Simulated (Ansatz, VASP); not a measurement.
One calculation of Sn, two programs

```
CELL_PARAMETERS angstrom
-1.62474 1.67085 2.64056
1.62474 -1.67085 2.64056
1.62474 1.67085 -2.64056
ATOMIC_POSITIONS crystal
Sn 0.00000 0.00000 0.00000
```

Alike in both runs: task single point; functional PBEsol; dispersion D3(BJ); k mesh 22 × 22 × 22; occupations gaussian, width 0.15 eV; no spin polarisation.

```csv
,VASP,Ansatz
version,VASP 6.6.1,Ansatz 0.2.0
potentials or method,"VASP PAW PBE potentials, release 64 (Sn_d), cutoff 520 eV","scalar-relativistic, plane waves, PAW"
valence electrons in the cell,14,14
```

|  | VASP | Ansatz | Ansatz less VASP |
| --- | --- | --- | --- |
| gap on the k mesh at the Fermi level (eV) | none | none | - |
| pressure (GPa) | -5.7 | -5.7 | -0.02 |
| traceless stress, the component that is largest in VASP (GPa) | 0.71 | 0.71 | -0.007 |

VASP's potentials were made for PBE, not for PBEsol. A gap of «none» marks a metal or a gap that the smearing closes.
